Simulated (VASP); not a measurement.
Crystal: C4S.

```
CELL_PARAMETERS angstrom
-2.61839 2.61839 2.61839
2.61839 -2.61839 2.61839
2.61839 2.61839 -2.61839
ATOMIC_POSITIONS crystal
C 0.43606 0.43606 0.43606
C 0.56394 0.00000 0.00000
C 0.00000 0.00000 0.56394
C 0.00000 0.56394 0.00000
S 0.00000 0.00000 0.00000
```

- Program: VASP 6.6.1
- Task: relaxation of cell and atoms
- Functional: PBE
- Potentials or basis: VASP PAW PBE potentials, release 64 (C, S)
- Cutoff: 600 eV
- k mesh: 6 × 6 × 6
- Occupations: gaussian, width 0.1 eV
- Spin: no spin polarisation

At the start: pressure -20.4 GPa; volume 14.36 Å³/atom.

Problem. Where does the relaxation end?

Solution. Over 7 steps the energy falls by 534.0 meV/atom and the volume is 8.95 Å³/atom (-37.6 %); space group I-43m (No. 217, to 0.1 Å) before and after.

The path:
```tsv
step	energy change (eV)	largest force (eV/Å)	pressure (GPa)	volume (Å³)
1	0.0000	1.0754	-20.36	71.81
2	-2.1245	0.1334	-13.35	54.46
3	-2.3567	1.4009	-1.75	49.00
4	-2.3578	1.2143	-3.51	49.60
5	-2.6209	0.5109	-2.95	46.51
6	-2.6675	0.0952	0.81	44.41
7	-2.6700	0.0118	0.09	44.77
```

Final structure:
```xyz
5
Lattice="-2.2369 2.2369 2.2369 2.2369 -2.2369 2.2369 2.2369 2.2369 -2.2369" Properties=species:S:1:pos:R:3 pbc="T T T"
C     0.9910    0.9910    0.9910
C    -1.2460    1.2460    1.2460
C     1.2460    1.2460   -1.2460
C     1.2460   -1.2460    1.2460
S     0.0000    0.0000    0.0000
```

Caveat: the volume moved by over 15 % at a fixed basis, so the end points are rough; this functional lacks dispersion, which holds the molecules together, so the pressure and a relaxed volume are unreliable.
